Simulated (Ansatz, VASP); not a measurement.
# N in VASP and in Ansatz

```
N
1.0
    -1.21852    1.21852    1.21852
     1.21852   -1.21852    1.21852
     1.21852    1.21852   -1.21852
N
1
Direct
  0.00000 0.00000 0.00000
```

Alike in both runs: functional PBE; k mesh 16 × 16 × 16; occupations fermi-dirac, width 0.05 eV; no spin polarisation.

Ansatz relaxed the structure, and its values are those at the end. VASP's run is a single point on that final structure, the one shown.

|  | VASP | Ansatz |
| --- | --- | --- |
| version | VASP 6.6.1 | Ansatz 0.2.0 |
| potentials or method | VASP PAW PBE potentials, release 64 (N) | PAW with Ansatz's earlier generated frozen-core files (soft_1), scalar-relativistic |
| plane-wave cutoff (eV) | 600 | 420 |
| valence electrons in the cell | 5 | 5 |

|  | VASP | Ansatz | Ansatz less VASP |
| --- | --- | --- | --- |
| pressure (GPa) | -0.5 | 0.0 | +0.55 |

With one functional, cell and mesh, what is left measures potentials, basis and numerics.
